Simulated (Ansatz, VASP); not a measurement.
## Ba in VASP and in Ansatz

Contents of INCAR:

```
ALGO     = Normal         # electronic algorithm
EDIFF    = 1E-6           # SCF threshold, eV
ENCUT    = 520            # plane-wave cutoff, eV
GGA      = CA             # functional
ISIF     = 2              # what is computed and relaxed
ISMEAR   = -1             # smearing method
LASPH    = True           # aspherical terms in the spheres
LCHARG   = False          # write CHGCAR
LREAL    = False          # projectors in reciprocal space
LWAVE    = False          # write WAVECAR
NBANDS   = 11             # bands
NELM     = 100            # most SCF steps
PREC     = Accurate       # precision mode
SIGMA    = 0.1            # smearing width, eV
```

Contents of KPOINTS:

```
k-points
0
Gamma
  9 9 9
```

File POSCAR:

```
Ba
1.0
   -2.3789385306      2.3789385306      2.3789385306
    2.3789385306     -2.3789385306      2.3789385306
    2.3789385306      2.3789385306     -2.3789385306
Ba
1
Direct
    0.0000000000      0.0000000000      0.0000000000
```

Input for Ansatz:

```yaml
crystal:
  lattice:
    - [-2.3789385306, 2.3789385306, 2.3789385306]
    - [2.3789385306, -2.3789385306, 2.3789385306]
    - [2.3789385306, 2.3789385306, -2.3789385306]
  atoms:
    - { symbol: Ba, position: [0.0, 0.0, 0.0] }
hamiltonian:
  xc: lda
  pseudopotentials:
    kind: paw
    azcp:
      Ba: "pseudopotentials/Ba.paw.azcp"
basis:
  ecutwfc: 420
  fft_grid_basis: typed
kpoints:
  mp_grid: { grid: [9, 9, 9], shift: [0, 0, 0] }
magnetization:
  spin_polarized: false
scf:
  occupations: { method: fermi_dirac, width: 0.1 }
  lower_state_search: "off"
output:
  stress: true
```

Alike in both runs: task single point; functional LDA; k mesh 9 × 9 × 9; occupations fermi-dirac, width 0.1 eV; no spin polarisation.

|  | VASP | Ansatz |
| --- | --- | --- |
| version | VASP 6.6.1 | Ansatz 0.2.0 |
| potentials or method | VASP PAW LDA potentials, release 64 (Ba_sv), cutoff 520 eV | plane waves (420 eV) with PAW, scalar-relativistic |
| valence electrons in the cell | 10 | 10 |

Ansatz gave:

```
pressure (GPa) : 0.0
```

Problem. Estimate VASP's values.

Solution. Pressure (GPa): 0.1.

Ansatz warns that its potentials were made for another functional, while VASP's fit it. LDA's correlation is that of Perdew and Zunger in VASP and of Perdew and Wang (1992) in Ansatz.

Neither program's run includes spin-orbit coupling.
